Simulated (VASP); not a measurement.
**Hg: single point with PBE**

Crystal: Hg.

```
Hg
1.0
     0.00000    3.73093    3.73093
     3.73093    0.00000    3.73093
     3.73093    3.73093    0.00000
Hg
2
Direct
  0.87500 0.87500 0.87500
  0.12500 0.12500 0.12500
```

| Property | Result |
| --- | --- |
| Program | VASP 6.6.1 |
| Task | single point |
| Functional | PBE |
| Potentials or basis | VASP PAW PBE potentials, release 64 (Hg) |
| Cutoff | 520 eV |
| k mesh | 11 × 11 × 11 |
| Occupations | fermi-dirac, width 0.05 eV |
| Spin | no spin polarisation |
| Dipole correction | no |
| Further INCAR settings | ALGO = Normal; EDIFF = 1e-06; NBANDS = 19 |

| Item | Value |
| --- | --- |
| Pressure | 0.2 GPa |
| Band gap on the k mesh | zero (bands 12 and 13 overlap by 0.10 eV) |

Levels at points of the mesh, in eV from the Fermi level:
```csv
k point,band 8,band 9,band 10,band 11,band 12,band 13,band 14,band 15,band 16,band 17
"(0.00, 0.00, 0.00)",-6.62,-6.50,-6.50,-6.36,0.22,3.41,3.41,3.41,4.73,4.73
```

Wall time 47 s on 1 thread of AMD EPYC 9R45 96-Core Processor (Zen 5), on a shared host, peak memory 0.25 GiB.

Caveat: spin-orbit coupling is left out, which moves the levels of the heavy elements.
